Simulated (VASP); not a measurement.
# InSe (R3m) in VASP: further runs, part 2 of 2

VASP 6.6.1.

## 5. Single point, revPBE+D4

This run uses another cell than the first one, of 28.85 Å³/atom.

INCAR reads:

```
PREC = Accurate ; ENCUT = 520
EDIFF = 1E-6 ; ISMEAR = -1
SIGMA = 0.05 ; LREAL = False
LASPH = True ; NELM = 80
ALGO = Normal ; ISIF = 2
LWAVE = False ; LCHARG = False
GGA = RE ; IVDW = 13
NBANDS = 27
```

KPOINTS reads:

```
regular mesh
0
Gamma
  8 8 8
```

POSCAR reads:

```
InSe
1.0
    2.0146826344      1.1631775613      8.2083941690
   -2.0146826344      1.1631775613      8.2083941690
    0.0000000000     -2.3263551226      8.2083941690
In Se
2 2
Direct
    0.8875636723      0.8875636723      0.8875636723
    0.0010268194      0.0010268194      0.0010268194
    0.1684474651      0.1684474651      0.1684474651
    0.3869620433      0.3869620433      0.3869620433
```

Potentials or basis: VASP PAW PBE potentials, release 64 (In_d, Se).

Command:

```
$ cat potpaw_PBE.64/In_d/POTCAR potpaw_PBE.64/Se/POTCAR > POTCAR
$ mpirun -np 1 vasp_std > vasp.out
```

OUTCAR:

```text
PREC = Accurate
   ENCUT = 520
   EDIFF = 1E-6
   ISMEAR = -1
   LREAL = False
   LASPH = True
   NELM = 80
   ISIF = 2
   GGA = RE
   IVDW = 13

 ion  position               nearest neighbor table
   1  0.888  0.888  0.888-   3 2.66   3 2.66   3 2.66   2 2.79
   2  0.001  0.001  0.001-   4 2.66   4 2.66   4 2.66   1 2.79
   3  0.168  0.168  0.168-   1 2.66   1 2.66   1 2.66
   4  0.387  0.387  0.387-   2 2.66   2 2.66   2 2.66

  LATTYP: Found a trigonal (rhomboedric) cell.
 ALAT       =     8.5316858235
 COS(alpha) =     0.8884746556

  Lattice vectors:

 A1 = (   2.0146826344,   1.1631775613,   8.2083941690)
 A2 = (  -2.0146826344,   1.1631775613,   8.2083941690)
 A3 = (   0.0000000000,  -2.3263551226,   8.2083941690)

Analysis of symmetry for initial positions (statically):
=====================================================================
 Subroutine PRICEL returns:
 Original cell was already a primitive cell.

 Routine SETGRP: Setting up the symmetry group for a
 trigonal (rhombohedral) supercell.

 Subroutine GETGRP returns: Found  6 space group operations
 (whereof  6 operations were pure point group operations)
 out of a pool of 12 trial point group operations.

The static configuration has the point symmetry C_3v.

Analysis of symmetry for dynamics (positions and initial velocities):
=====================================================================
 Subroutine PRICEL returns:
 Original cell was already a primitive cell.

 Routine SETGRP: Setting up the symmetry group for a
 trigonal (rhombohedral) supercell.

 Subroutine GETGRP returns: Found  6 space group operations
 (whereof  6 operations were pure point group operations)
 out of a pool of 12 trial point group operations.

The dynamic configuration has the point symmetry C_3v.

 Subroutine INISYM returns: Found  6 space group operations
 (whereof  6 operations are pure point group operations),
[... 116 lines left out ...]
   EFERMI_NEDOS =   21; number of points for ismear=-14 and -15
   IALGO  =     38    algorithm
   IMIX   =      4    mixing-type and parameters
     AMIX     =   0.40;   BMIX     =  1.00
     AMIX_MAG =   1.60;   BMIX_MAG =  1.00
  volume/ion in A,a.u.               =      28.85       194.71
  Fermi-wavevector in a.u.,A,eV,Ry     =   1.130443  2.136227 17.386903  1.277901
  Thomas-Fermi vector in A             =   2.267139
   LORBIT       =      0    0 simple, 1 ext, 2 COOP (PROOUT), +10 PAW based schemes
   GGA     = RE    functional components
   LHFCALC =     F    Hartree Fock is set to
   AEXX    =    0.0000 exact exchange contribution
   IVDW    =    13    specifies the selected vdW correction
   LEPSILON=     F    determine dielectric tensor
   LRPA    =     F    only Hartree local field effects (RPA)
 non-spin polarized calculation
  energy-cutoff  :      520.00
  volume of cell :      115.41
 maximum number of plane-waves:      3130
   NGX = 31   NGY = 31   NGZ = 31

 number of electron      38.0000001 magnetization

 Free energy of the ion-electron system (eV)
  ---------------------------------------------------
  ext. energy  EPLUGINS =         0.00000000
  ---------------------------------------------------
  free energy    TOTEN  =       -12.94901985 eV

  energy without entropy =      -12.94894934  energy(sigma->0) =      -12.94898459

 E-fermi :   4.5812     XC(G=0):  -8.8653

 val. band max:        4.3917286170   @ k =   0.5000   0.5000   0.5000
 cond. band min:       4.7465500051   @ k =   0.5000   0.5000   0.5000
 fundamental gap:      0.3548213881
 Fermi energy:         4.5812054523

 k-point     1 :       0.0000    0.0000    0.0000
  band No.  band energies     occupation
      1     -10.4996      2.00000
      2     -10.3163      2.00000
      3     -10.3163      2.00000
      4     -10.2343      2.00000
      5     -10.2343      2.00000
      6     -10.2272      2.00000
[... 709 lines left out ...]
     26      10.8660      0.00000
     27      11.2986      0.00000

 [... further k-points ...]

------------------------ aborting loop because EDIFF is reached ----------------------------------------

  DFT-D4 for vdW energy calculation

  Edisp (eV):   -2.10334

  FORCE on cell =-STRESS in cart. coord.  units (eV):
  Direction    XX          YY          ZZ          XY          YZ          ZX
  --------------------------------------------------------------------------------------
  -------------------------------------------------------------------------------------
  Total       0.03530     0.03530     0.03455     0.00000     0.00000     0.00000
  in kB       0.49010     0.49010     0.47957     0.00000     0.00000     0.00000
  external pressure =        0.49 kB  Pullay stress =        0.00 kB

 VOLUME and BASIS-vectors are now :
 -----------------------------------------------------------------------------
  energy-cutoff  :      520.00
  volume of cell :      115.41
      direct lattice vectors                 reciprocal lattice vectors
     2.014682634  1.163177561  8.208394169     0.248178046  0.143285662  0.040608836
    -2.014682634  1.163177561  8.208394169    -0.248178046  0.143285662  0.040608836
     0.000000000 -2.326355123  8.208394169     0.000000000 -0.286571324  0.040608836

 POSITION                                       TOTAL-FORCE (eV/Angst)
 -----------------------------------------------------------------------------------
      0.00000      0.00000     21.85642         0.000000      0.000000      0.011688
      0.00000      0.00000      0.02529         0.000000      0.000000     -0.012045
      0.00000      0.00000      4.14805         0.000000     -0.000000     -0.014890
      0.00000      0.00000      9.52901         0.000000      0.000000      0.015247
 -----------------------------------------------------------------------------------
    total drift:                                0.000000     -0.000000     -0.000327

  FREE ENERGIE OF THE ION-ELECTRON SYSTEM (eV)
  ---------------------------------------------------
  free  energy   TOTEN  =       -15.0523612037 eV

  energy  without entropy=      -15.0522907031  energy(sigma->0) =      -15.05232595
```

Run time: 26 min. Hardware: 1 thread of Intel Xeon 8259CL, shared host; peak memory 0.63 GiB.

What came out:

- Free energy: -15.0524 eV
- Pressure: 0.0 GPa
- Largest force: 0.015 eV/Å
- Band gap on the k mesh: 0.35 eV
- Dispersion energy per atom: -0.526 eV

Forces on the atoms (eV/Å):
```
In   0.000  0.000  0.012
In   0.000  0.000 -0.012
Se   0.000  0.000 -0.015
Se   0.000  0.000  0.015
```

Levels at points of the mesh, in eV from the valence-band top:
```
           k point  band 15  band 16  band 17  band 18  band 19  band 20  band 21  band 22  band 23  band 24
(0.00, 0.00, 0.00)    -1.65    -1.43    -1.43    -1.24    -1.24     1.82     2.10     4.27     4.27     5.01
(0.50, 0.00, 0.00)    -3.54    -2.50    -2.45    -2.19    -1.67     1.10     1.99     3.70     4.01     4.67
(0.50, 0.50, 0.00)    -3.27    -2.74    -2.60    -2.00    -1.52     1.06     2.01     3.30     3.52     4.16
(0.50, 0.50, 0.50)    -1.50    -1.50    -1.16    -1.16     0.00     0.35     2.19     4.16     4.16     5.56
```

Caveat: the PAW data sets were made with another functional, which shifts forces and pressure a little; spin-orbit coupling is left out, which moves the levels of the heavy elements.

## 6. Summary

```tsv
level	cell	gap on the mesh (eV)	pressure (GPa)	largest force (eV/Å)
revPBE	a = 11.027 Å, angles 21.6°, 4 atoms, atomic positions A	1.14	0.0	0.01
r2SCAN	a = 8.990 Å, angles 26.0°, 4 atoms, atomic positions B	0.91	0.0	0.02
revPBE+D3(BJ)	a = 8.511 Å, angles 27.3°, 4 atoms, atomic positions C	0.37	0.0	0.02
revPBE+D4	a = 8.532 Å, angles 27.3°, 4 atoms, atomic positions C	0.35	0.0	0.02
```

Alike in all rows: task single point; potentials or basis VASP PAW PBE potentials, release 64 (In_d, Se); no spin polarisation; k mesh 8 × 8 × 8; cutoff (eV) 520; smearing fermi-dirac 0.05 eV.

Caveats: the PAW data sets were made with another functional, which shifts forces and pressure a little; spin-orbit coupling is left out, which moves the levels of the heavy elements.

Total energies depend on the potentials used, so only differences within one code and one set of settings carry meaning.

## 7. Comparison with measurements

Step 2. A measured gap of InSe is 1.25 eV (300 K; “The Interaction of Hydrogen with the van der Waals Crystal γ-InSe”, 2020, pmc:7321205); the calculated 1.14 eV misses it by -0.11 eV. Spin-orbit coupling on In, Se is left out. The value is that of revPBE on a finite k mesh, which can miss the band edges, without temperature or zero-point motion. Semilocal functionals fall short of measured gaps as a rule.

Step 3. Measured gap of InSe: 1.25 eV (300 K; “The Interaction of Hydrogen with the van der Waals Crystal γ-InSe”, 2020, pmc:7321205). This calculation gives 0.91 eV (-0.34 eV). Spin-orbit coupling on In, Se is left out. The value is that of r2SCAN on a finite k mesh, which can miss the band edges, without temperature or zero-point motion.

Step 4. A measured gap of InSe is 1.25 eV (300 K; “The Interaction of Hydrogen with the van der Waals Crystal γ-InSe”, 2020, pmc:7321205); the calculated 0.37 eV misses it by -0.88 eV. Spin-orbit coupling on In, Se is left out. The value is that of revPBE+D3(BJ) on a finite k mesh, which can miss the band edges, without temperature or zero-point motion. Semilocal functionals fall short of measured gaps as a rule.

Step 5. Measured gap of InSe: 1.25 eV (300 K; “The Interaction of Hydrogen with the van der Waals Crystal γ-InSe”, 2020, pmc:7321205). This calculation gives 0.35 eV (-0.90 eV). Spin-orbit coupling on In, Se is left out. The value is that of revPBE+D4 on a finite k mesh, which can miss the band edges, without temperature or zero-point motion. Semilocal functionals fall short of measured gaps as a rule.
